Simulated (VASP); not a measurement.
# MgCd3O4 (Pm-3m) in VASP: a series of runs

MgCd3O4 is run at these levels: PBE; tasks: single point.

Everything below comes from runs of VASP 6.6.1. Logs are shortened: lines on timing, memory, paths and dates and some standing lists are left out, and cuts for length are marked.

## (1) The cell of the first run

It takes space group Pm-3m (No. 221, cubic). The conventional cell has a = 4.681 Å, b = 4.681 Å, c = 4.681 Å, α = 90.00°, β = 90.00°, γ = 90.00°. Within 3.1 Å of Mg (site symmetry m-3m) lie 6 O at 2.34 Å. Cd (site symmetry 4/mmm) has 6 O at 2.34 Å within 3.1 Å. O (site symmetry 4/mmm) has 2 Mg at 2.34 Å and 4 Cd at 2.34 Å within 3.1 Å. O (site symmetry m-3m) has 6 Cd at 2.34 Å within 3.1 Å.

## (2) Single point, PBE

The input, INCAR:

```
PREC = Accurate
ENCUT = 520
EDIFF = 1E-7
ISMEAR = 0
SIGMA = 0.1
LREAL = F
LASPH = T
NELM = 80
ALGO = Normal
ISIF = 2
LWAVE = F
LCHARG = F
GGA = PE
NBANDS = 41
```

The input, KPOINTS:

```
Automatic mesh
0
Gamma
  4 4 4
```

The input, POSCAR:

```
MgCd3O4
1.0
    4.6810743306      0.0000000000      0.0000000000
    0.0000000000      4.6810743306      0.0000000000
    0.0000000000      0.0000000000      4.6810743306
Mg Cd O
1 3 4
Direct
    0.5000000000      0.5000000000      0.5000000000
    0.5000000000      0.0000000000      0.0000000000
    0.0000000000      0.0000000000      0.5000000000
    0.0000000000      0.5000000000      0.0000000000
    0.0000000000      0.5000000000      0.5000000000
    0.5000000000      0.5000000000      0.0000000000
    0.0000000000      0.0000000000      0.0000000000
    0.5000000000      0.0000000000      0.5000000000
```

Potentials or basis: VASP PAW PBE potentials, release 64 (Mg, Cd, O).

Run with:

```bash
> cat potpaw_PBE.64/Mg/POTCAR potpaw_PBE.64/Cd/POTCAR potpaw_PBE.64/O/POTCAR > POTCAR
> mpirun -np 1 vasp_std > vasp.out
```

OUTCAR:

```text
PREC = Accurate
   ENCUT = 520
   EDIFF = 1E-7
   ISMEAR = 0
   LREAL = F
   LASPH = T
   NELM = 80
   ISIF = 2
   GGA = PE

 ion  position               nearest neighbor table
   1  0.500  0.500  0.500-   5 2.34   6 2.34   8 2.34   6 2.34   8 2.34   5 2.34   2 3.31   4 3.31
                             2 3.31   2 3.31   3 3.31   3 3.31   2 3.31   3 3.31   4 3.31   4 3.31
   2  0.500  0.000  0.000-   6 2.34   7 2.34   8 2.34   8 2.34   6 2.34   7 2.34   1 3.31   3 3.31
                             1 3.31   1 3.31   4 3.31   3 3.31   1 3.31   3 3.31   4 3.31   4 3.31
   3  0.000  0.000  0.500-   5 2.34   7 2.34   8 2.34   7 2.34   5 2.34   8 2.34   2 3.31   4 3.31
                             1 3.31   1 3.31   4 3.31   2 3.31   4 3.31   1 3.31   2 3.31   4 3.31
   4  0.000  0.500  0.000-   5 2.34   6 2.34   7 2.34   5 2.34   7 2.34   6 2.34   1 3.31   3 3.31
                             1 3.31   2 3.31   3 3.31   2 3.31   3 3.31   1 3.31   2 3.31   3 3.31
   5  0.000  0.500  0.500-   1 2.34   3 2.34   4 2.34   4 2.34   3 2.34   1 2.34
   6  0.500  0.500  0.000-   1 2.34   2 2.34   4 2.34   1 2.34   2 2.34   4 2.34
   7  0.000  0.000  0.000-   2 2.34   3 2.34   4 2.34   3 2.34   4 2.34   2 2.34
   8  0.500  0.000  0.500-   1 2.34   2 2.34   3 2.34   2 2.34   1 2.34   3 2.34

  LATTYP: Found a simple cubic cell.
 ALAT       =     4.6810743306

  Lattice vectors:

 A1 = (   4.6810743306,   0.0000000000,   0.0000000000)
 A2 = (   0.0000000000,   4.6810743306,   0.0000000000)
 A3 = (   0.0000000000,   0.0000000000,   4.6810743306)

Analysis of symmetry for initial positions (statically):
=====================================================================
 Subroutine PRICEL returns:
 Original cell was already a primitive cell.

 Routine SETGRP: Setting up the symmetry group for a
 simple cubic supercell.

 Subroutine GETGRP returns: Found 48 space group operations
 (whereof 48 operations were pure point group operations)
 out of a pool of 48 trial point group operations.

The static configuration has the point symmetry O_h .

Analysis of symmetry for dynamics (positions and initial velocities):
=====================================================================
 Subroutine PRICEL returns:
 Original cell was already a primitive cell.

 Routine SETGRP: Setting up the symmetry group for a
 simple cubic supercell.

 Subroutine GETGRP returns: Found 48 space group operations
 (whereof 48 operations were pure point group operations)
 out of a pool of 48 trial point group operations.

The dynamic configuration has the point symmetry O_h .

 Subroutine INISYM returns: Found 48 space group operations
 (whereof 48 operations are pure point group operations),
 and found     1 'primitive' translations

----------------------------------------------------------------------------------------

                                     Primitive cell

  volume of cell :     102.5738

  direct lattice vectors                    reciprocal lattice vectors
     4.681074331  0.000000000  0.000000000     0.213626174  0.000000000  0.000000000
     0.000000000  4.681074331  0.000000000     0.000000000  0.213626174  0.000000000
     0.000000000  0.000000000  4.681074331     0.000000000  0.000000000  0.213626174

  length of vectors
     4.681074331  4.681074331  4.681074331     0.213626174  0.213626174  0.213626174

  position of ions in fractional coordinates (direct lattice)
     0.500000000  0.500000000  0.500000000
     0.500000000  0.000000000  0.000000000
     0.000000000  0.000000000  0.500000000
     0.000000000  0.500000000  0.000000000
     0.000000000  0.500000000  0.500000000
     0.500000000  0.500000000  0.000000000
     0.000000000  0.000000000  0.000000000
     0.500000000  0.000000000  0.500000000

  ion indices of the primitive-cell ions
   primitive index   ion index
                 1           1
                 2           2
                 3           3
                 4           4
                 5           5
                 6           6
                 7           7
                 8           8

----------------------------------------------------------------------------------------

 KPOINTS: Automatic mesh

Automatic generation of k-mesh.
 Grid dimensions read from file:
 generate k-points for:    4    4    4

 Generating k-lattice:

  Cartesian coordinates                     Fractional coordinates (reciprocal lattice)
     0.053406544  0.000000000  0.000000000     0.250000000  0.000000000  0.000000000
     0.000000000  0.053406544  0.000000000     0.000000000  0.250000000  0.000000000
     0.000000000  0.000000000  0.053406544     0.000000000  0.000000000  0.250000000

  Length of vectors
     0.053406544  0.053406544  0.053406544

  Shift w.r.t. Gamma in fractional coordinates (k-lattice)
     0.000000000  0.000000000  0.000000000

 Subroutine IBZKPT returns following result:
 ===========================================

 Found     10 irreducible k-points:

 Following reciprocal coordinates:
            Coordinates               Weight
  0.000000  0.000000  0.000000      1.000000
  0.250000  0.000000  0.000000      6.000000
  0.500000  0.000000  0.000000      3.000000
  0.250000  0.250000  0.000000     12.000000
  0.500000  0.250000  0.000000     12.000000
  0.500000  0.500000  0.000000      3.000000
  0.250000  0.250000  0.250000      8.000000
  0.500000  0.250000  0.250000     12.000000
  0.500000  0.500000  0.250000      6.000000
  0.500000  0.500000  0.500000      1.000000
   k-points           NKPTS =     10   k-points in BZ     NKDIM =     10   number of bands    NBANDS=     41
   number of dos      NEDOS =    301   number of ions     NIONS =      8
   total plane-waves  NPLWV =  46656
   dimension x,y,z NGX =    36 NGY =   36 NGZ =   36
   dimension x,y,z NGXF=    72 NGYF=   72 NGZF=   72
   ions per type =               1   3   4
   NGX,Y,Z   is equivalent  to a cutoff of  12.79, 12.79, 12.79 a.u.
   NGXF,Y,Z  is equivalent  to a cutoff of  25.57, 25.57, 25.57 a.u.
 SYSTEM =  unknown system
   PREC   = accura    normal or accurate (medium, high low for compatibility)
   ISTART =      0    job   : 0-new  1-cont  2-samecut
   ICHARG =      2    charge: 1-file 2-atom 10-const
   ISPIN  =      1    spin polarized calculation?
   LNONCOLLINEAR =      F non collinear calculations
   LSORBIT =      F    spin-orbit coupling
   LASPH  =      T    aspherical Exc in radial PAW
   ENCUT  =  520.0 eV  38.22 Ry    6.18 a.u.   8.70  8.70  8.70*2*pi/ulx,y,z
   NELM   =     80;   NELMIN=  2; NELMDL= -5     # of ELM steps
   EDIFF  = 0.1E-06   stopping-criterion for ELM
   LREAL  =      F    real-space projection
   EDIFFG = 0.1E-05   stopping-criterion for IOM
   NSW    =      0    number of steps for IOM
   IBRION =     -1    ionic relax: 0-MD 1-quasi-New 2-CG
   NFREE  =      0    steps in history (QN), initial steepest desc. (CG)
   ISIF   =      2    stress and relaxation
   ISYM   =      2    0-nonsym 1-usesym 2-fastsym
   POTIM  = 0.5000    time-step for ionic-motion
   TEBEG  =    0.0;   TEEND  =   0.0 temperature during run
   PSTRESS=    0.0 pullay stress
   NELECT =      62.0000    total number of electrons
   NUPDOWN=      -1.0000    fix difference up-down
   EMIN   =  10.00;   EMAX   =-10.00  energy-range for DOS
   EFERMI =   0.00;   METHOD = LEGACY
   ISMEAR =     0;   SIGMA  =   0.10  broadening in eV -4-tet -1-fermi 0-gaus
   EFERMI_NEDOS =   21; number of points for ismear=-14 and -15
   IALGO  =     38    algorithm
   IMIX   =      4    mixing-type and parameters
     AMIX     =   0.40;   BMIX     =  1.00
     AMIX_MAG =   1.60;   BMIX_MAG =  1.00
  volume/ion in A,a.u.               =      12.82        86.53
  Fermi-wavevector in a.u.,A,eV,Ry     =   1.384182  2.615725 26.068215  1.915960
  Thomas-Fermi vector in A             =   2.508710
   LORBIT       =      0    0 simple, 1 ext, 2 COOP (PROOUT), +10 PAW based schemes
   GGA     = PE    functional components
   LHFCALC =     F    Hartree Fock is set to
   AEXX    =    0.0000 exact exchange contribution
   IVDW    =     0    specifies the selected vdW correction
   LEPSILON=     F    determine dielectric tensor
   LRPA    =     F    only Hartree local field effects (RPA)
 non-spin polarized calculation
 Gauss-broadening in eV      SIGMA  =   0.10
  energy-cutoff  :      520.00
  volume of cell :      102.57
 maximum number of plane-waves:      2800
 NGX is ok and might be reduce to    36
   NGX = 17   NGY = 17   NGZ = 17

 number of electron      62.0000034 magnetization

 Free energy of the ion-electron system (eV)
  ---------------------------------------------------
  ext. energy  EPLUGINS =         0.00000000
  ---------------------------------------------------
  free energy    TOTEN  =       -34.34530455 eV

  energy without entropy =      -34.34103690  energy(sigma->0) =      -34.34317072

 E-fermi :   2.2757     XC(G=0): -11.2429

 val. band max:        2.2081012756   @ k =   0.5000   0.5000   0.5000
 cond. band min:       3.7662799189   @ k =   0.2500   0.0000   0.0000
 fundamental gap:      1.5581786433
 Fermi energy:         2.2757023518

 k-point     1 :       0.0000    0.0000    0.0000
  band No.  band energies     occupation
      1     -15.1806      2.00000
      2     -14.5771      2.00000
      3     -14.4353      2.00000
      4     -14.4353      2.00000
      5      -4.8521      2.00000
      6      -4.8521      2.00000
[... 33 lines left out ...]
     40      12.2241      0.00000
     41      12.2241      0.00000

 k-point     2 :       0.2500    0.0000    0.0000
  band No.  band energies     occupation
      1     -15.0487      2.00000
      2     -14.5722      2.00000
      3     -14.4699      2.00000
      4     -14.3805      2.00000
      5      -4.8234      2.00000
      6      -4.7984      2.00000
[... 341 lines left out ...]
     40      12.9634      0.00000
     41      12.9634      0.00000

 k-point    10 :       0.5000    0.5000    0.5000
  band No.  band energies     occupation
      1     -14.4551      2.00000
      2     -14.3779      2.00000
      3     -14.3779      2.00000
      4     -14.3779      2.00000
      5      -5.3483      2.00000
      6      -5.3483      2.00000
[... 33 lines left out ...]
     40      14.1608      0.00000
     41      14.1608      0.00000

------------------------ aborting loop because EDIFF is reached ----------------------------------------

  FORCE on cell =-STRESS in cart. coord.  units (eV):
  Direction    XX          YY          ZZ          XY          YZ          ZX
  --------------------------------------------------------------------------------------
  -------------------------------------------------------------------------------------
  Total        0.6501432      0.6501432      0.6501432      0.0000000      0.0000000     -0.0000000
  in kB       10.1550720     10.1550720     10.1550720      0.0000000      0.0000000     -0.0000000
  external PRESSURE =      10.1550720 kB  Pullay stress =       0.0000000 kB

 VOLUME and BASIS-vectors are now :
 -----------------------------------------------------------------------------
  energy-cutoff  :      520.00
  volume of cell :      102.57
      direct lattice vectors                 reciprocal lattice vectors
     4.681074331  0.000000000  0.000000000     0.213626174  0.000000000  0.000000000
     0.000000000  4.681074331  0.000000000     0.000000000  0.213626174  0.000000000
     0.000000000  0.000000000  4.681074331     0.000000000  0.000000000  0.213626174

 POSITION                                       TOTAL-FORCE (eV/Angst)
 -----------------------------------------------------------------------------------
      2.34054      2.34054      2.34054         0.000000      0.000000      0.000000
      2.34054      0.00000      0.00000         0.000000      0.000000      0.000000
      0.00000      0.00000      2.34054         0.000000      0.000000      0.000000
      0.00000      2.34054      0.00000         0.000000      0.000000      0.000000
      0.00000      2.34054      2.34054         0.000000      0.000000      0.000000
      2.34054      2.34054      0.00000         0.000000      0.000000      0.000000
      0.00000      0.00000      0.00000         0.000000      0.000000      0.000000
      2.34054      0.00000      2.34054         0.000000      0.000000      0.000000
 -----------------------------------------------------------------------------------
    total drift:                                0.000000     -0.000000     -0.000000

  FREE ENERGIE OF THE ION-ELECTRON SYSTEM (eV)
  ---------------------------------------------------
  free  energy   TOTEN  =       -34.3453045505 eV

  energy  without entropy=      -34.3410368953  energy(sigma->0) =      -34.34317072
```

Wall time 30 s (1 thread of Intel Xeon Platinum 8488C (Sapphire Rapids), shared host); peak memory 0.21 GiB.

Results:

- Free energy: -34.3453 eV
- Pressure: 1.0 GPa
- Band gap on the k mesh: zero (bands 31 and 32 overlap by 0.15 eV)

Levels at points of the mesh, in eV from the Fermi level:
| k point | band 28 | band 29 | band 30 | band 31 | band 32 | band 33 | band 34 | band 35 |
| --- | --- | --- | --- | --- | --- | --- | --- | --- |
| (0.00, 0.00, 0.00) | -2.35 | -1.40 | -1.40 | -1.40 | -0.22 | 3.83 | 3.83 | 5.39 |
| (0.50, 0.00, 0.00) | -1.85 | -1.85 | -1.65 | -1.65 | 3.56 | 3.72 | 6.00 | 6.77 |
| (0.50, 0.50, 0.00) | -1.67 | -0.19 | -0.19 | -0.18 | 5.14 | 5.23 | 5.23 | 5.45 |
| (0.50, 0.50, 0.50) | -0.15 | -0.07 | -0.07 | -0.07 | 4.39 | 4.52 | 4.52 | 4.52 |

Caveat: semilocal functionals underestimate gaps, so a narrow gap can read as zero.

## (3) Single point, PBE

This run uses another cell than the first one, of 15.66 Å³/atom.

The input, INCAR:

```
ALGO = Normal ; EDIFF = 1E-7
ENCUT = 520 ; GGA = PE
ISIF = 2 ; ISMEAR = 0
LASPH = T ; LCHARG = F
LREAL = F ; LWAVE = F
NBANDS = 41 ; NELM = 100
PREC = Accurate ; SIGMA = 0.1
```

The input, KPOINTS:

```
k-points
0
Gamma
  4 4 4
```

POSCAR, as its differences from that of step 2:

```diff
@@ -2,5 +2,5 @@
 1.0
-    4.6810743306      0.0000000000      0.0000000000
-    0.0000000000      4.6810743306      0.0000000000
-    0.0000000000      0.0000000000      4.6810743306
+    5.0032808900      0.0000000000      0.0000000000
+    0.0000000000      5.0032808900      0.0000000000
+    0.0000000000      0.0000000000      5.0032808900
 Mg Cd O
```

Potentials or basis: VASP PAW PBE potentials, release 64 (Mg, Cd, O).

Run with:

```bash
> cat potpaw_PBE.64/Mg/POTCAR potpaw_PBE.64/Cd/POTCAR potpaw_PBE.64/O/POTCAR > POTCAR
> mpirun -np 1 vasp_std > vasp.out
```

OUTCAR:

```text
EDIFF = 1E-7
   ENCUT = 520
   GGA = PE
   ISIF = 2
   ISMEAR = 0
   LASPH = T
   LREAL = F
   NELM = 100
   PREC = Accurate

 ion  position               nearest neighbor table
   1  0.500  0.500  0.500-   5 2.50   6 2.50   8 2.50   6 2.50   8 2.50   5 2.50   2 3.54   4 3.54
                             2 3.54   2 3.54   3 3.54   3 3.54   2 3.54   3 3.54   4 3.54   4 3.54
   2  0.500  0.000  0.000-   6 2.50   7 2.50   8 2.50   8 2.50   6 2.50   7 2.50   1 3.54   3 3.54
                             1 3.54   1 3.54   4 3.54   3 3.54   1 3.54   3 3.54   4 3.54   4 3.54
   3  0.000  0.000  0.500-   5 2.50   7 2.50   8 2.50   7 2.50   5 2.50   8 2.50   2 3.54   4 3.54
                             1 3.54   1 3.54   4 3.54   2 3.54   4 3.54   1 3.54   2 3.54   4 3.54
   4  0.000  0.500  0.000-   5 2.50   6 2.50   7 2.50   5 2.50   7 2.50   6 2.50   1 3.54   3 3.54
                             1 3.54   2 3.54   3 3.54   2 3.54   3 3.54   1 3.54   2 3.54   3 3.54
   5  0.000  0.500  0.500-   1 2.50   3 2.50   4 2.50   4 2.50   3 2.50   1 2.50
   6  0.500  0.500  0.000-   1 2.50   2 2.50   4 2.50   1 2.50   2 2.50   4 2.50
   7  0.000  0.000  0.000-   2 2.50   3 2.50   4 2.50   3 2.50   4 2.50   2 2.50
   8  0.500  0.000  0.500-   1 2.50   2 2.50   3 2.50   2 2.50   1 2.50   3 2.50

  LATTYP: Found a simple cubic cell.
 ALAT       =     5.0032808900

[... 191 lines left out ...]
      5      -6.1559      2.00000
      6      -6.1559      2.00000
[... 429 lines left out ...]
     40      11.4967      0.00000
     41      11.5023      0.00000

------------------------ aborting loop because EDIFF is reached ----------------------------------------

  FORCE on cell =-STRESS in cart. coord.  units (eV):
  Direction    XX          YY          ZZ          XY          YZ          ZX
  --------------------------------------------------------------------------------------
  -------------------------------------------------------------------------------------
  Total      -12.4999821    -12.4999821    -12.4999821     -0.0000000      0.0000000     -0.0000000
  in kB     -159.9025232   -159.9025232   -159.9025232     -0.0000000      0.0000000     -0.0000000
  external PRESSURE =    -159.9025232 kB  Pullay stress =       0.0000000 kB

 VOLUME and BASIS-vectors are now :
 -----------------------------------------------------------------------------
  energy-cutoff  :      520.00
  volume of cell :      125.25
      direct lattice vectors                 reciprocal lattice vectors
     5.003280890  0.000000000  0.000000000     0.199868850  0.000000000  0.000000000
     0.000000000  5.003280890  0.000000000     0.000000000  0.199868850  0.000000000
     0.000000000  0.000000000  5.003280890     0.000000000  0.000000000  0.199868850

 POSITION                                       TOTAL-FORCE (eV/Angst)
 -----------------------------------------------------------------------------------
      2.50164      2.50164      2.50164         0.000000      0.000000      0.000000
      2.50164      0.00000      0.00000         0.000000      0.000000      0.000000
      0.00000      0.00000      2.50164         0.000000      0.000000      0.000000
      0.00000      2.50164      0.00000         0.000000      0.000000      0.000000
      0.00000      2.50164      2.50164         0.000000      0.000000      0.000000
      2.50164      2.50164      0.00000         0.000000      0.000000      0.000000
      0.00000      0.00000      0.00000         0.000000      0.000000      0.000000
      2.50164      0.00000      2.50164         0.000000      0.000000      0.000000
 -----------------------------------------------------------------------------------
    total drift:                                0.000000      0.000000     -0.000000

  FREE ENERGIE OF THE ION-ELECTRON SYSTEM (eV)
  ---------------------------------------------------
  free  energy   TOTEN  =       -33.0534551065 eV

  energy  without entropy=      -33.0488844948  energy(sigma->0) =      -33.05116980
```

stdout:

```text
POSCAR found type information on POSCAR MgCdO
 POSCAR found :  3 types and       8 ions
 scaLAPACK will be used
 LDA part: xc-table for (Slater+PW92), standard interpolation
 POSCAR, INCAR and KPOINTS ok, starting setup
 FFT: planning ... GRIDC
 FFT: planning ... GRID_SOFT
 FFT: planning ... GRID
 WAVECAR not read
 entering main loop
```

Wall time 43 s (1 thread of Intel Xeon Platinum 8488C (Sapphire Rapids), shared host); peak memory 0.25 GiB.

Results:

```
Free energy            : -33.0535 eV
Pressure               : -16.0 GPa
Band gap on the k mesh : zero (bands 31 and 32 overlap by 0.55 eV)
```

Levels at points of the mesh, in eV from the Fermi level:
| k point | band 29 | band 30 | band 31 | band 32 | band 33 | band 34 |
| --- | --- | --- | --- | --- | --- | --- |
| (0.00, 0.00, 0.00) | -0.81 | -0.81 | -0.81 | -0.63 | 2.94 | 2.94 |
| (0.50, 0.00, 0.00) | -1.19 | -1.06 | -1.06 | 2.79 | 2.95 | 4.76 |
| (0.50, 0.50, 0.00) | -0.17 | -0.17 | -0.16 | 4.30 | 4.34 | 4.34 |
| (0.50, 0.50, 0.50) | -0.08 | -0.08 | -0.08 | 4.17 | 4.28 | 4.28 |

Caveat: the cell stands under tension; semilocal functionals underestimate gaps, so a narrow gap can read as zero.

(Part 1 of 2 ends here.)
